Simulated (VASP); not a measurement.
A run of VASP 6.6.1 is set up as follows.

The input INCAR:

```
SYSTEM = Bi
PREC = Accurate ; ENCUT = 520
EDIFF = 1E-7 ; ISMEAR = 0
SIGMA = 0.15 ; LREAL = .False.
LASPH = .True. ; NELM = 80
ALGO = Fast ; ISIF = 2
LWAVE = .False. ; LCHARG = .False.
GGA = PS ; NBANDS = 22
```

Contents of KPOINTS:

```
Automatic mesh
0
Gamma
  12 12 4
  0 0 0
```

Contents of POSCAR:

```
Bi
1.0
    4.4028302907      0.0000000000      0.0000000000
   -2.2014151454      3.8129628803      0.0000000000
    0.0000000000      0.0000000000     12.1838700000
Bi
2
Direct
    0.3333333333      0.6666666667      0.2500000000
    0.6666666667      0.3333333333      0.7500000000
```

Potentials or basis: VASP PAW PBE potentials, release 64 (Bi_d).

Command:

```bash
$ cat potpaw_PBE.64/Bi_d/POTCAR > POTCAR
$ mpirun -np 1 vasp_std > vasp.out
```

What does it give for the band gap on the k mesh?

Zero (band 15 reaches 0.64 eV, above the bottom of band 16 at -1.88 eV).

Estimate the pressure.

-3.8 GPa.

Stress tensor (GPa, compression positive):
```
-5.50  0.00  0.00
 0.00 -5.50  0.00
 0.00  0.00 -0.27
```

Caveat: the cell differs from its parent crystal (strain -0.030 along x and y, +0.030 along z); the PAW data sets were made with another functional, which shifts forces and pressure a little; spin-orbit coupling is left out, which moves the levels of the heavy elements.
